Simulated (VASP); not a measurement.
# ZnS (Cm) in VASP: a series of runs

Runs on ZnS. Level: PBE. Tasks: single point.

Program: VASP 6.6.1. These are calculated values, not measurements. Logs are shortened: lines on timing, memory, paths and dates and some standing lists are left out, and cuts for length are marked.

## Step 1: The cell of the first run

Symmetry: Cm, No. 8, monoclinic system. Conventional cell: a = 6.625 Å, b = 3.825 Å, c = 9.385 Å, α = 90.00°, β = 93.37°, γ = 90.00°. Within 3.1 Å of Zn (site symmetry m) lie 4 S at 2.34 to 2.41 Å. Zn (site symmetry m) has 4 S at 2.34 Å within 3.1 Å. Zn (site symmetry m) has 4 S at 2.34 Å within 3.1 Å. Within 3.1 Å of S (site symmetry m) lie 4 Zn at 2.34 to 2.41 Å. Within 3.1 Å of S (site symmetry m) lie 4 Zn at 2.34 Å. S (site symmetry m) has 4 Zn at 2.34 Å within 3.1 Å.

## Step 2: Single point, PBE

Contents of INCAR:

```
SYSTEM = ZnS
PREC = Accurate
ENCUT = 520
EDIFF = 1E-7
ISMEAR = 0
SIGMA = 0.05
LREAL = .FALSE.
LASPH = .TRUE.
NELM = 100
ALGO = Normal
ISIF = 2
LWAVE = .FALSE.
LCHARG = .TRUE.
GGA = PE
LELF = .TRUE.
LVHAR = .TRUE.
NBANDS = 36
```

Contents of KPOINTS:

```
regular mesh
0
G
  8 8 3
  0 0 0
```

Contents of POSCAR:

```
ZnS
1.0
    2.7046500000     -2.7046500000      0.0000000000
    2.7046500000      0.0000000000     -2.7046500000
   10.3680053100      2.9299473450      2.9299473450
Zn S
3 3
Direct
    0.5520486100      0.5520486100      0.1250333333
   -0.7257513900     -0.7257513900      0.7917000000
   -0.0868513900     -0.0868513900      0.4583666667
   -0.1354763900     -0.1354763900      0.8750333333
    0.5034236100      0.5034236100      0.5417000000
    0.1423236100      0.1423236100      0.2083666667
```

Potentials or basis: VASP PAW PBE potentials, release 64 (Zn, S).

Started as:

```console
> cat potpaw_PBE.64/Zn/POTCAR potpaw_PBE.64/S/POTCAR > POTCAR
> mpirun -np 1 vasp_std > vasp.out
```

OUTCAR:

```text
SYSTEM = ZnS
   PREC = Accurate
   ENCUT = 520
   EDIFF = 1E-7
   ISMEAR = 0
   LREAL = .FALSE.
   LASPH = .TRUE.
   NELM = 100
   ISIF = 2
   GGA = PE

 ion  position               nearest neighbor table
   1  0.552  0.552  0.125-   6 2.34   6 2.34   6 2.34   4 2.41
   2  0.274  0.274  0.792-   4 2.34   4 2.34   5 2.34   4 2.34
   3  0.913  0.913  0.458-   5 2.34   5 2.34   6 2.34   5 2.34
   4  0.865  0.865  0.875-   2 2.34   2 2.34   2 2.34   1 2.41
   5  0.503  0.503  0.542-   3 2.34   3 2.34   2 2.34   3 2.34
   6  0.142  0.142  0.208-   1 2.34   3 2.34   1 2.34   1 2.34

  LATTYP: Found a base centered monoclinic cell.
 ALAT       =     6.6250124328
 B/A-ratio  =     0.5773502692
 C/A-ratio  =     1.4166647063
 COS(beta)  =    -0.0588000814

  Lattice vectors:

 A1 = (   2.7046500000,  -2.7046500000,  -0.0000000000)
 A2 = (   2.7046500000,   0.0000000000,  -2.7046500000)
 A3 = (   4.9587053100,   5.6345973450,   5.6345973450)

Analysis of symmetry for initial positions (statically):
=====================================================================
 Subroutine PRICEL returns:
 Original cell was already a primitive cell.

 Routine SETGRP: Setting up the symmetry group for a
 base centered monoclinic supercell.

 Subroutine GETGRP returns: Found  2 space group operations
 (whereof  2 operations were pure point group operations)
 out of a pool of  4 trial point group operations.

The static configuration has the point symmetry C_1h.

Analysis of symmetry for dynamics (positions and initial velocities):
=====================================================================
 Subroutine PRICEL returns:
 Original cell was already a primitive cell.

 Routine SETGRP: Setting up the symmetry group for a
 base centered monoclinic supercell.

 Subroutine GETGRP returns: Found  2 space group operations
 (whereof  2 operations were pure point group operations)
 out of a pool of  4 trial point group operations.

The dynamic configuration has the point symmetry C_1h.

 Subroutine INISYM returns: Found  2 space group operations
 (whereof  2 operations are pure point group operations),
 and found     1 'primitive' translations

----------------------------------------------------------------------------------------

                                     Primitive cell

  volume of cell :     118.7092

  direct lattice vectors                    reciprocal lattice vectors
     2.704650000 -2.704650000  0.000000000     0.066755403 -0.302978204  0.066755403
     2.704650000  0.000000000 -2.704650000     0.066755403  0.066755403 -0.302978204
[... 93 lines left out ...]
   EDIFF  = 0.1E-06   stopping-criterion for ELM
   LREAL  =      F    real-space projection
   EDIFFG = 0.1E-05   stopping-criterion for IOM
   NSW    =      0    number of steps for IOM
   IBRION =     -1    ionic relax: 0-MD 1-quasi-New 2-CG
   NFREE  =      0    steps in history (QN), initial steepest desc. (CG)
   ISIF   =      2    stress and relaxation
   ISYM   =      2    0-nonsym 1-usesym 2-fastsym
   POTIM  = 0.5000    time-step for ionic-motion
   TEBEG  =    0.0;   TEEND  =   0.0 temperature during run
   PSTRESS=    0.0 pullay stress
   NELECT =      54.0000    total number of electrons
   NUPDOWN=      -1.0000    fix difference up-down
   EMIN   =  10.00;   EMAX   =-10.00  energy-range for DOS
   EFERMI =   0.00;   METHOD = LEGACY
   ISMEAR =     0;   SIGMA  =   0.05  broadening in eV -4-tet -1-fermi 0-gaus
   EFERMI_NEDOS =   21; number of points for ismear=-14 and -15
   IALGO  =     38    algorithm
   IMIX   =      4    mixing-type and parameters
     AMIX     =   0.40;   BMIX     =  1.00
     AMIX_MAG =   1.60;   BMIX_MAG =  1.00
  volume/ion in A,a.u.               =      19.78       133.51
  Fermi-wavevector in a.u.,A,eV,Ry     =   1.259055  2.379268 21.568210  1.585219
  Thomas-Fermi vector in A             =   2.392634
   LORBIT       =      0    0 simple, 1 ext, 2 COOP (PROOUT), +10 PAW based schemes
   GGA     = PE    functional components
   LHFCALC =     F    Hartree Fock is set to
   AEXX    =    0.0000 exact exchange contribution
   IVDW    =     0    specifies the selected vdW correction
   LEPSILON=     F    determine dielectric tensor
   LRPA    =     F    only Hartree local field effects (RPA)
 non-spin polarized calculation
 Gauss-broadening in eV      SIGMA  =   0.05
  energy-cutoff  :      520.00
  volume of cell :      118.71
 maximum number of plane-waves:      3216
   NGX = 15   NGY = 15   NGZ = 41

 number of electron      54.0000001 magnetization

 Free energy of the ion-electron system (eV)
  ---------------------------------------------------
  ext. energy  EPLUGINS =         0.00000000
  ---------------------------------------------------
  free energy    TOTEN  =       -20.45521338 eV

  energy without entropy =      -20.45521338  energy(sigma->0) =      -20.45521338

 E-fermi :   2.3777     XC(G=0):  -9.6266

 val. band max:        2.1571039169   @ k =   0.0000   0.0000   0.0000
 cond. band min:       4.1216870470   @ k =   0.0000   0.0000   0.0000
 fundamental gap:      1.9645831301
 Fermi energy:         2.3776557288

 k-point     1 :       0.0000    0.0000    0.0000
  band No.  band energies     occupation
      1     -11.0284      2.00000
      2     -10.4001      2.00000
      3     -10.3209      2.00000
      4      -4.2635      2.00000
      5      -4.2520      2.00000
      6      -4.2438      2.00000
[... 925 lines left out ...]
     35       9.2485      0.00000
     36       9.5373      0.00000

 [... further k-points ...]
[... 5 lines left out ...]
  --------------------------------------------------------------------------------------
  -------------------------------------------------------------------------------------
  Total        1.5927520      0.6185270      0.6185270      0.3283379     -0.8272656      0.3283379
  in kB       21.4968221      8.3480445      8.3480445      4.4314627    -11.1653172      4.4314630
  external PRESSURE =      12.7309704 kB  Pullay stress =       0.0000000 kB

 VOLUME and BASIS-vectors are now :
 -----------------------------------------------------------------------------
  energy-cutoff  :      520.00
  volume of cell :      118.71
      direct lattice vectors                 reciprocal lattice vectors
     2.704650000 -2.704650000  0.000000000     0.066755403 -0.302978204  0.066755403
     2.704650000  0.000000000 -2.704650000     0.066755403  0.066755403 -0.302978204
    10.368005310  2.929947345  2.929947345     0.061622268  0.061622268  0.061622268

 POSITION                                       TOTAL-FORCE (eV/Angst)
 -----------------------------------------------------------------------------------
      4.28254     -1.12676     -1.12676         0.042224     -0.160308     -0.160308
      9.69184      1.57789      1.57789         0.078498     -0.043380     -0.043380
      9.69184     -1.12676     -1.12676         0.038940      0.012659      0.012659
     13.74882      0.22557      0.22557        -0.194622      0.275126      0.275126
      8.33952      0.22557      0.22557        -0.047729     -0.009927     -0.009927
      2.93022      0.22557      0.22557         0.082689     -0.074170     -0.074170
 -----------------------------------------------------------------------------------
    total drift:                                0.000480     -0.000666     -0.000666

  FREE ENERGIE OF THE ION-ELECTRON SYSTEM (eV)
  ---------------------------------------------------
  free  energy   TOTEN  =       -20.4552133806 eV

  energy  without entropy=      -20.4552133806  energy(sigma->0) =      -20.45521338
```

Wall time 3.7 min (1 thread of Intel Xeon Platinum 8259CL at 2.50GHz (Skylake/Cascade Lake), shared host); peak memory 0.35 GiB.

What came out:

* Free energy: -20.4552 eV
* Pressure: 1.3 GPa
* Largest force: 0.435 eV/Å
* Band gap on the k mesh: 1.96 eV

Forces in eV/Å, atoms in the order of the input:
```
Zn   0.042 -0.160 -0.160
Zn   0.078 -0.043 -0.043
Zn   0.039  0.013  0.013
S   -0.195  0.275  0.275
S   -0.048 -0.010 -0.010
S    0.083 -0.074 -0.074
```

Stress tensor (GPa, compression positive):
```
 2.15  0.44  0.44
 0.44  0.83 -1.12
 0.44 -1.12  0.83
```

Levels at points of the mesh, in eV from the valence-band top:
```tsv
k point	band 25	band 26	band 27	band 28	band 29	band 30
(0.00, 0.00, 0.00)	-0.20	-0.05	0.00	1.96	3.32	3.37
(0.50, 0.00, 0.00)	-1.89	-1.13	-0.83	3.01	3.89	3.91
(0.50, 0.50, 0.00)	-1.64	-1.34	-1.29	3.01	3.79	4.30
```

(Continued in part 2 of 2.)
